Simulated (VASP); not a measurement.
## CuSb: single point with r2SCAN

The system is CuSb.

```xyz
2
Lattice="0.0000 2.6913 2.6913 2.6913 0.0000 2.6913 2.6913 2.6913 0.0000" Properties=species:S:1:pos:R:3 pbc="T T T"
Cu    2.6913    2.6913    2.6913
Sb    0.0000    0.0200    0.0000
```

This cell differs from its parent crystal: atom 2 (Sb) moved 0.02 Å along y.

| Quantity | Value |
| --- | --- |
| Program | VASP 6.6.1 |
| Task | single point |
| Functional | r2SCAN |
| Potentials or basis | VASP PAW PBE potentials, release 64 (Cu, Sb) |
| Cutoff | 520 eV |
| k mesh | 12 × 12 × 12 |
| Occupations | gaussian, width 0.05 eV |
| Spin | no spin polarisation |

```
Pressure               : 0.1 GPa
Largest force          : 0.073 eV/Å
Band gap on the k mesh : zero (bands 8 and 9 overlap by 5.16 eV)
```

Forces in eV/Å, atoms in the order of the input:
```
Cu   0.000  0.073  0.000
Sb   0.000 -0.073  0.000
```

Levels at points of the mesh, in eV from the Fermi level:
```csv
k point,band 4,band 5,band 6,band 7,band 8,band 9,band 10,band 11,band 12,band 13
"(0.00, 0.00, 0.00)",-3.42,-3.39,-3.39,1.76,1.76,1.76,6.31,8.75,8.75,8.76
"(0.50, 0.00, 0.00)",-4.05,-3.18,-3.18,-2.93,2.66,2.66,5.28,5.29,5.29,8.02
"(0.50, 0.50, 0.00)",-3.26,-3.09,-3.09,-2.53,-1.59,-1.59,0.68,5.05,14.22,14.23
"(0.50, 0.00, 0.50)",-3.26,-3.09,-3.09,-2.53,-1.59,-1.59,0.68,5.05,14.22,14.22
```

It took 7.8 min on 1 thread of Intel Xeon 8259CL (shared host), peak memory 0.25 GiB.

Caveat: the cell differs from its parent crystal (atom 2 (Sb) moved 0.02 Å along y); the PAW data sets were made with another functional, which shifts forces and pressure a little; spin-orbit coupling is left out, which moves the levels of the heavy elements.
